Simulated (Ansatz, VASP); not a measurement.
## C3N: VASP beside Ansatz

```xyz
8
Lattice="3.7102 0.0000 0.0000 -1.8551 3.2132 0.0000 0.0000 0.0000 6.3910" Properties=species:S:1:pos:R:3 pbc="T T T"
C     2.8212    0.0000    4.7933
C     1.4106    2.4432    1.5978
C     0.8890    0.0000    1.5978
C     0.4445    0.7699    4.7933
C    -1.4106    2.4432    4.7933
C    -0.4445    0.7699    1.5978
N     0.0000    0.0000    3.1955
N     0.0000    0.0000    0.0000
```

Change from the starting cell: species swapped into the ZrBr3 type (P6_3/mcm, No. 193).

Alike in both runs: functional PBE; k mesh 12 × 12 × 6; occupations gaussian, width 0.1 eV; no spin polarisation.

Ansatz relaxed the structure, and its values are those at the end. VASP's run is a single point on that final structure, the one shown.

```csv
,VASP,Ansatz
version,VASP 6.6.1,Ansatz 0.2.0
potentials or method,"VASP PAW PBE potentials, release 64 (C, N), cutoff 520 eV","scalar-relativistic, plane waves, PAW"
valence electrons in the cell,34,34
```

|  | VASP | Ansatz | Ansatz less VASP |
| --- | --- | --- | --- |
| gap on the k mesh at the Fermi level (eV) | none | none | - |
| pressure (GPa) | 0.3 | 0.0 | -0.34 |
| rms of the force components (eV/Å) | 0.053 | 0.001 | -0.0520 |

A gap of «none» marks a metal or a gap that the smearing closes. With one functional, cell and mesh, what is left measures potentials, basis and numerics.
